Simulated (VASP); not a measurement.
# Pt in VASP: relaxation of the atoms with PBE

Aim: the relaxation of the atoms of Pt with PBE.

Program: VASP 6.6.1. These are calculated values, not measurements. Logs are shortened: lines on timing, memory, paths and dates and some standing lists are left out, and cuts for length are marked.

### Step 1. The cell of the first run

The cell holds a slab with vacuum, 16 atoms: a = 5.616 Å, b = 5.616 Å, c = 24.878 Å, α = 90.00°, β = 90.00°, γ = 60.00°.

### Step 2. Relaxation of the atoms, PBE

INCAR

```
PREC = Accurate
ENCUT = 520
EDIFF = 1E-6
ISMEAR = 0
SIGMA = 0.1
LREAL = Auto
LASPH = T
NELM = 100
ALGO = Normal
ISIF = 2
LWAVE = F
LCHARG = F
LDIPOL = T
IDIPOL = 3
DIPOL = 0.5 0.5 0.500
GGA = PE
IBRION = 2
NSW = 100
EDIFFG = -0.02
LUSENCCL = F
```

KPOINTS

```
Automatic mesh
0
Gamma
  6 6 1
```

POSCAR

```
Pt
1.0
    5.6159665070      0.0000000000      0.0000000000
    2.8079832535      4.8635696618      0.0000000000
    0.0000000000      0.0000000000     24.8781261773
Pt
16
Selective dynamics
Direct
    0.0000000000      0.0000000000      0.3617635804  F F F
    0.5000000000      0.0000000000      0.3617635804  F F F
    0.0000000000      0.5000000000      0.3617635804  F F F
    0.5000000000      0.5000000000      0.3617635804  F F F
    0.1666666667      0.1666666667      0.4539211935  F F F
    0.6666666667      0.1666666667      0.4539211935  F F F
    0.1666666667      0.6666666667      0.4539211935  F F F
    0.6666666667      0.6666666667      0.4539211935  F F F
   -0.1666666667      0.3333333333      0.5460788065  T T T
    0.3333333333      0.3333333333      0.5460788065  T T T
   -0.1666666667      0.8333333333      0.5460788065  T T T
    0.3333333333      0.8333333333      0.5460788065  T T T
    0.0000000000      0.0000000000      0.6382364196  T T T
    0.5000000000      0.0000000000      0.6382364196  T T T
    0.0000000000      0.5000000000      0.6382364196  T T T
    0.5000000000      0.5000000000      0.6382364196  T T T
```

Potentials or basis: VASP PAW PBE potentials, release 64 (Pt).

Started as:

```bash
$ cat potpaw_PBE.64/Pt/POTCAR > POTCAR
$ mpirun -np 1 vasp_std > vasp.out
```

OUTCAR:

```text
PREC = Accurate
   ENCUT = 520
   EDIFF = 1E-6
   ISMEAR = 0
   LREAL = Auto
   LASPH = T
   NELM = 100
   ISIF = 2
   GGA = PE
   IBRION = 2
   NSW = 100
   EDIFFG = -0.02

 ion  position               nearest neighbor table
   1  0.000  0.000  0.362-   3 2.81   3 2.81   4 2.81   4 2.81   2 2.81   2 2.81   7 2.81   6 2.81
                             5 2.81
   2  0.500  0.000  0.362-   4 2.81   3 2.81   4 2.81   3 2.81   1 2.81   1 2.81   8 2.81   5 2.81
                             6 2.81
   3  0.000  0.500  0.362-   1 2.81   1 2.81   2 2.81   2 2.81   4 2.81   4 2.81   5 2.81   8 2.81
                             7 2.81
   4  0.500  0.500  0.362-   2 2.81   1 2.81   2 2.81   1 2.81   3 2.81   3 2.81   6 2.81   7 2.81
                             8 2.81
   5  0.167  0.167  0.454-  10 2.81  12 2.81   9 2.81   7 2.81   7 2.81   8 2.81   8 2.81   6 2.81
                             6 2.81   3 2.81   2 2.81   1 2.81
   6  0.667  0.167  0.454-   9 2.81  11 2.81  10 2.81   8 2.81   7 2.81   8 2.81   7 2.81   5 2.81
                             5 2.81   4 2.81   1 2.81   2 2.81
   7  0.167  0.667  0.454-  12 2.81  10 2.81  11 2.81   5 2.81   5 2.81   6 2.81   6 2.81   8 2.81
                             8 2.81   1 2.81   4 2.81   3 2.81
   8  0.667  0.667  0.454-  11 2.81   9 2.81  12 2.81   6 2.81   5 2.81   6 2.81   5 2.81   7 2.81
                             7 2.81   2 2.81   3 2.81   4 2.81
   9  0.833  0.333  0.546-   6 2.81   8 2.81   5 2.81  11 2.81  11 2.81  12 2.81  12 2.81  10 2.81
[... 22 lines left out ...]
 A1 = (  -2.8079832535,  -4.8635696618,   0.0000000000)
 A2 = (   5.6159665070,   0.0000000000,   0.0000000000)
 A3 = (   0.0000000000,   0.0000000000,  24.8781261773)

Analysis of symmetry for initial positions (statically):
=====================================================================
 Subroutine PRICEL returns following result:

  LATTYP: Found a hexagonal cell.
 ALAT       =     2.8079832535
 C/A-ratio  =     8.8597843832
[... 12 lines left out ...]
 Subroutine GETGRP returns: Found 12 space group operations
 (whereof 12 operations were pure point group operations)
 out of a pool of 24 trial point group operations.

The static configuration has the point symmetry D_3d.

Analysis of symmetry for dynamics (positions and initial velocities):
=====================================================================
 Subroutine PRICEL returns following result:

  LATTYP: Found a hexagonal cell.
 ALAT       =     2.8079832535
 C/A-ratio  =     8.8597843832
[... 12 lines left out ...]
 Subroutine GETGRP returns: Found 12 space group operations
 (whereof 12 operations were pure point group operations)
 out of a pool of 24 trial point group operations.

The dynamic configuration has the point symmetry D_3d.

Analysis of constrained symmetry for selective dynamics:
=====================================================================
 Subroutine PRICEL returns following result:

  LATTYP: Found a hexagonal cell.
 ALAT       =     2.8079832535
 C/A-ratio  =     8.8597843832
[... 12 lines left out ...]
 Subroutine GETGRP returns: Found  6 space group operations
 (whereof  6 operations were pure point group operations)
 out of a pool of 24 trial point group operations.

The constrained configuration has the point symmetry C_3v.

 Subroutine INISYM returns: Found  6 space group operations
 (whereof  6 operations are pure point group operations),
 and found     4 'primitive' translations

----------------------------------------------------------------------------------------

                                     Primitive cell

  volume of cell :     169.8781

  direct lattice vectors                    reciprocal lattice vectors
    -1.403991627 -2.431784831  0.000000000     0.000000000 -0.411220593  0.000000000
     2.807983254  0.000000000  0.000000000     0.356127480 -0.205610296  0.000000000
     0.000000000  0.000000000 24.878126177    -0.000000000  0.000000000  0.040195953

  length of vectors
     2.807983253  2.807983254 24.878126177     0.411220593  0.411220593  0.040195953

  position of ions in fractional coordinates (direct lattice)
     0.000000000  0.000000000  0.361763580
     0.666666667  0.333333333  0.453921194
     0.333333333  0.666666667  0.546078806
     0.000000000  0.000000000  0.638236420

  ion indices of the primitive-cell ions
   primitive index   ion index
                 1           1
                 2           5
                 3          11
                 4          13

----------------------------------------------------------------------------------------

 KPOINTS: Automatic mesh

Automatic generation of k-mesh.
 Grid dimensions read from file:
 generate k-points for:    6    6    1

 Generating k-lattice:

  Cartesian coordinates                     Fractional coordinates (reciprocal lattice)
     0.029677290 -0.017134191  0.000000000     0.166666667  0.000000000  0.000000000
     0.000000000  0.034268383  0.000000000     0.000000000  0.166666667  0.000000000
     0.000000000  0.000000000  0.040195953     0.000000000  0.000000000  1.000000000

  Length of vectors
     0.034268383  0.034268383  0.040195953

  Shift w.r.t. Gamma in fractional coordinates (k-lattice)
     0.000000000  0.000000000  0.000000000

 Subroutine IBZKPT returns following result:
 ===========================================

 Found      7 irreducible k-points:

 Following reciprocal coordinates:
            Coordinates               Weight
  0.000000  0.000000  0.000000      1.000000
  0.166667  0.000000  0.000000      6.000000
  0.333333  0.000000  0.000000      6.000000
  0.500000  0.000000  0.000000      3.000000
  0.333333  0.166667  0.000000      6.000000
  0.500000  0.166667  0.000000     12.000000
 -0.333333  0.333333  0.000000      2.000000
   k-points           NKPTS =      7   k-points in BZ     NKDIM =      7   number of bands    NBANDS=     96
   number of dos      NEDOS =    301   number of ions     NIONS =     16
   total plane-waves  NPLWV = 338688
   dimension x,y,z NGX =    42 NGY =   42 NGZ =  192
   dimension x,y,z NGXF=    84 NGYF=   84 NGZF=  384
   ions per type =              16
   NGX,Y,Z   is equivalent  to a cutoff of  12.43, 12.43, 12.83 a.u.
   NGXF,Y,Z  is equivalent  to a cutoff of  24.87, 24.87, 25.66 a.u.
 SYSTEM =  unknown system
   PREC   = accura    normal or accurate (medium, high low for compatibility)
   ISTART =      0    job   : 0-new  1-cont  2-samecut
   ICHARG =      2    charge: 1-file 2-atom 10-const
   ISPIN  =      1    spin polarized calculation?
   LNONCOLLINEAR =      F non collinear calculations
   LSORBIT =      F    spin-orbit coupling
   LASPH  =      T    aspherical Exc in radial PAW
   ENCUT  =  520.0 eV  38.22 Ry    6.18 a.u.  10.44 10.44 46.26*2*pi/ulx,y,z
   NELM   =    100;   NELMIN=  2; NELMDL= -5     # of ELM steps
   EDIFF  = 0.1E-05   stopping-criterion for ELM
   LREAL  =      T    real-space projection
   EDIFFG = -.2E-01   stopping-criterion for IOM
   NSW    =    100    number of steps for IOM
   IBRION =      2    ionic relax: 0-MD 1-quasi-New 2-CG
   NFREE  =      1    steps in history (QN), initial steepest desc. (CG)
   ISIF   =      2    stress and relaxation
   ISYM   =      2    0-nonsym 1-usesym 2-fastsym
   POTIM  = 0.5000    time-step for ionic-motion
   TEBEG  =    0.0;   TEEND  =   0.0 temperature during run
   PSTRESS=    0.0 pullay stress
   NELECT =     160.0000    total number of electrons
   NUPDOWN=      -1.0000    fix difference up-down
   EMIN   =  10.00;   EMAX   =-10.00  energy-range for DOS
   EFERMI =   0.00;   METHOD = LEGACY
   ISMEAR =     0;   SIGMA  =   0.10  broadening in eV -4-tet -1-fermi 0-gaus
   EFERMI_NEDOS =   21; number of points for ismear=-14 and -15
   IALGO  =     38    algorithm
   IMIX   =      4    mixing-type and parameters
     AMIX     =   0.40;   BMIX     =  1.00
     AMIX_MAG =   1.60;   BMIX_MAG =  1.00
  volume/ion in A,a.u.               =      42.47       286.60
  Fermi-wavevector in a.u.,A,eV,Ry     =   1.010918  1.910357 13.904531  1.021954
  Thomas-Fermi vector in A             =   2.143936
   LORBIT       =      0    0 simple, 1 ext, 2 COOP (PROOUT), +10 PAW based schemes
   GGA     = PE    functional components
   LHFCALC =     F    Hartree Fock is set to
   AEXX    =    0.0000 exact exchange contribution
   IVDW    =     0    specifies the selected vdW correction
   LEPSILON=     F    determine dielectric tensor
   LRPA    =     F    only Hartree local field effects (RPA)
 conjugate gradient relaxation of ions
 non-spin polarized calculation
 Gauss-broadening in eV      SIGMA  =   0.10
  energy-cutoff  :      520.00
  volume of cell :      679.51
 maximum number of plane-waves:     18369
 NGX is ok and might be reduce to    42
   NGX = 21   NGY = 21   NGZ = 93

--------------------------------------- Ionic step        1  -------------------------------------------

 number of electron     159.9999973 magnetization

 Free energy of the ion-electron system (eV)
  ---------------------------------------------------
  ext. energy  EPLUGINS =         0.00000000
  ---------------------------------------------------
  free energy    TOTEN  =       -92.72811960 eV

  energy without entropy =      -92.59557349  energy(sigma->0) =      -92.66184654

------------------------ aborting loop because EDIFF is reached ----------------------------------------

  FORCE on cell =-STRESS in cart. coord.  units (eV):
  Direction    XX          YY          ZZ          XY          YZ          ZX
  --------------------------------------------------------------------------------------
  -------------------------------------------------------------------------------------
  Total      -18.3848170    -18.3848170     -1.5051213      0.0000000     -0.0000000     -0.0000000
  in kB      -43.3483506    -43.3483506     -3.5488266      0.0000000     -0.0000000     -0.0000000
  external PRESSURE =     -30.0818426 kB  Pullay stress =       0.0000000 kB
[... 281 lines left out ...]
  FREE ENERGIE OF THE ION-ELECTRON SYSTEM (eV)
  ---------------------------------------------------
  free  energy   TOTEN  =       -92.7389393031 eV

  energy  without entropy=      -92.6051909538  energy(sigma->0) =      -92.67206513

 dipolmoment           0.000000      0.000000     -0.000160 electrons x Angstroem

--------------------------------------- Ionic step        7  -------------------------------------------

 number of electron     159.9999978 magnetization

 dipolmoment           0.000000      0.000000      0.000302 electrons x Angstroem

 Free energy of the ion-electron system (eV)
  ---------------------------------------------------
  ext. energy  EPLUGINS =         0.00000000
  ---------------------------------------------------
  free energy    TOTEN  =       -92.73978440 eV

  energy without entropy =      -92.60626148  energy(sigma->0) =      -92.67302294

 E-fermi :   0.2415     XC(G=0):  -5.5927

 val. band max:        0.1807548635   @ k =   0.5000   0.1667   0.0000
 cond. band min:       0.2432177998   @ k =   0.0000   0.0000   0.0000
 fundamental gap:      0.0624629362
 Fermi energy:         0.2414882010

 k-point     1 :       0.0000    0.0000    0.0000
  band No.  band energies     occupation
      1      -9.0439      2.00000
      2      -7.6948      2.00000
      3      -6.5689      2.00000
      4      -6.5117      2.00000
      5      -6.2973      2.00000
      6      -6.2973      2.00000
[... 654 lines left out ...]
     91       3.1710      0.00000
     92       3.1710      0.00000
 [bands above 92 left out]

------------------------ aborting loop because EDIFF is reached ----------------------------------------

 vacuum level on the upper side and lower side of the slab       (xc-potential included)        -0.012        -0.009

  FORCE on cell =-STRESS in cart. coord.  units (eV):
  Direction    XX          YY          ZZ          XY          YZ          ZX
  --------------------------------------------------------------------------------------
  -------------------------------------------------------------------------------------
  Total      -17.3537011    -17.3537011     -0.0801606      0.0000000     -0.0000000      0.0000000
  in kB      -40.9171503    -40.9171503     -0.1890054      0.0000000     -0.0000000      0.0000000
  external PRESSURE =     -27.3411020 kB  Pullay stress =       0.0000000 kB
[... 31 lines left out ...]
  FREE ENERGIE OF THE ION-ELECTRON SYSTEM (eV)
  ---------------------------------------------------
  free  energy   TOTEN  =       -92.7397843990 eV

  energy  without entropy=      -92.6062614781  energy(sigma->0) =      -92.67302294

 reached required accuracy - stopping structural energy minimisation

 vacuum level on the upper side and lower side of the slab         5.943         5.949
```

It took 7.8 min on 1 × NVIDIA H100 80GB with 1 thread of AMD EPYC 7R13 (Zen 3), shared host; peak memory 1.7 GiB.

Results:

* Free energy: -92.7398 eV
* Energy gained by relaxing: 0.7 meV/atom
* Ionic steps: 7
* Band gap on the k mesh: zero (bands 80 and 81 overlap by 0.77 eV)

The path:
```csv
step,energy change (eV),largest force on free atoms (eV/Å),pressure (GPa)
1,0.0000,0.2099,-3.01
2,-0.0058,0.0756,-3.01
3,-0.0065,0.0804,-3.01
4,-0.0078,0.0675,-2.97
5,-0.0106,0.0340,-2.85
6,-0.0108,0.0330,-2.61
7,-0.0117,0.0021,-2.73
```

Final structure:
```cif
data_structure
_symmetry_space_group_name_H-M 'P 1'
_symmetry_Int_Tables_number 1
_cell_length_a 5.6160
_cell_length_b 5.6160
_cell_length_c 24.8781
_cell_angle_alpha 90.000
_cell_angle_beta 90.000
_cell_angle_gamma 60.000
_cell_volume 679.51
loop_
_atom_site_label
_atom_site_type_symbol
_atom_site_fract_x
_atom_site_fract_y
_atom_site_fract_z
_atom_site_occupancy
Pt1 Pt 0.00000 0.00000 0.36176 1
Pt2 Pt 0.50000 0.00000 0.36176 1
Pt3 Pt 0.00000 0.50000 0.36176 1
Pt4 Pt 0.50000 0.50000 0.36176 1
Pt5 Pt 0.16667 0.16667 0.45392 1
Pt6 Pt 0.66667 0.16667 0.45392 1
Pt7 Pt 0.16667 0.66667 0.45392 1
Pt8 Pt 0.66667 0.66667 0.45392 1
Pt9 Pt 0.83333 0.33333 0.54486 1
Pt10 Pt 0.33333 0.33333 0.54486 1
Pt11 Pt 0.83333 0.83333 0.54486 1
Pt12 Pt 0.33333 0.83333 0.54486 1
Pt13 Pt 0.00000 0.00000 0.63716 1
Pt14 Pt 0.50000 0.00000 0.63716 1
Pt15 Pt 0.00000 0.50000 0.63716 1
Pt16 Pt 0.50000 0.50000 0.63716 1
```

Caveat: spin-orbit coupling is left out, which moves the levels of the heavy elements.
